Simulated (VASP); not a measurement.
Set up this calculation in VASP 6.6.1, as the native input.

```
Task                   : single point
Functional             : PBE
Dispersion             : D3(BJ)
Potentials or basis    : VASP PAW PBE potentials, release 64 (B, N)
Cutoff                 : 520 eV
k mesh                 : 12 × 12 × 4
Occupations            : gaussian, width 0.05 eV
Spin                   : no spin polarisation
Dipole correction      : no
Further INCAR settings : ALGO = Normal; EDIFF = 1e-06; NBANDS = 16
```

The structure of BN lies in POSCAR:

```
BN
1.0
    2.5039917043      0.0000000000      0.0000000000
   -1.2519958522      2.1685204268      0.0000000000
    0.0000000000      0.0000000000      6.6612000000
B N
2 2
Direct
    0.3732695679      0.7066029012      0.2500000000
    0.7066029012      0.3732695679      0.7500000000
    0.3333333333      0.6666666667      0.7500000000
    0.6666666667      0.3333333333      0.2500000000
```

This cell differs from its parent crystal: all B atoms moved -0.100 Å, as atom 1 towards its neighbour atom 1 (B) at 2.504 Å.

One way to write it, as run:

INCAR

```
SYSTEM = BN
PREC = Accurate ; ENCUT = 520
EDIFF = 1E-6 ; ISMEAR = 0
SIGMA = 0.05 ; LREAL = .FALSE.
LASPH = .TRUE. ; NELM = 80
ALGO = Normal ; ISIF = 2
LWAVE = .FALSE. ; LCHARG = .FALSE.
GGA = PE ; IVDW = 12
NBANDS = 16
```

KPOINTS

```
regular mesh
0
G
  12 12 4
  0 0 0
```

Potentials or basis: VASP PAW PBE potentials, release 64 (B, N).

Command:

```sh
$ cat potpaw_PBE.64/B/POTCAR potpaw_PBE.64/N/POTCAR > POTCAR
$ mpirun -np 1 vasp_std > vasp.out
```

It gave:

The pressure is 4.5 GPa, the largest force is 4.219 eV/Å and the band gap on the k mesh is 4.13 eV, indirect (least direct gap 4.49 eV). The dispersion energy per atom is -0.141 eV.

Caveat: the cell differs from its parent crystal (all B atoms moved -0.100 Å, as atom 1 towards its neighbour atom 1 (B) at 2.504 Å); forces of over 1 eV/Å act on the atoms, so gaps and moduli don't describe the material at rest.

Run time: 67 s on 1 thread of Intel(R) Xeon(R) Platinum 8259CL CPU @ 2.50GHz (Skylake/Cascade Lake), with other jobs on the host, peak memory 0.2 GiB.
